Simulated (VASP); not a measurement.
The system is InGaAs2.

```xyz
8
Lattice="5.8558 0.0000 0.0000 0.0000 5.8558 0.0000 0.0000 0.0000 5.8558" Properties=species:S:1:pos:R:3 pbc="T T T"
Ga    0.0000    0.0000    0.0000
Ga    0.0000    2.9279    2.9279
In    2.9279    0.0000    2.9279
In    2.9279    2.9279    0.0000
As    1.4640    1.4640    1.4640
As    1.4640    4.3918    4.3918
As    4.3918    1.4640    4.3918
As    4.3918    4.3918    1.4640
```

```yaml
Program: VASP 6.6.1
Task: relaxation of the atoms
Functional: LDA
Potentials_or_basis: VASP PAW LDA potentials, release 64 (Ga_d, In_d, As)
Cutoff: 520 eV
k_mesh: 5 × 5 × 5
Occupations: gaussian, width 0.02 eV
Spin: no spin polarisation
```

At the start: pressure -0.2 GPa; volume 25.10 Å³/atom.

Problem. How do energy, volume and symmetry change on relaxing?

Solution. Over 6 steps the energy falls by 37.6 meV/atom at a fixed cell; space group P-4m2 (No. 115, to 0.1 Å) before and after.

The path:
```csv
step,energy change (eV),largest force (eV/Å),pressure (GPa)
1,0.0000,1.3151,-0.24
2,-0.2411,0.5850,-0.83
3,-0.3011,0.0052,-1.09
4,-0.3010,0.0205,-1.07
5,-0.3011,0.0071,-1.06
6,-0.3011,0.0005,-1.06
```

Final structure:
```
Ga In As
1.0
     5.85580    0.00000    0.00000
     0.00000    5.85580    0.00000
     0.00000    0.00000    5.85580
Ga In As
2 2 4
Direct
  0.00000 0.00000 0.00000
  0.00000 0.50000 0.50000
  0.50000 0.00000 0.50000
  0.50000 0.50000 0.00000
  0.23039 0.25000 0.25000
  0.23039 0.75000 0.75000
  0.76961 0.25000 0.75000
  0.76961 0.75000 0.25000
```
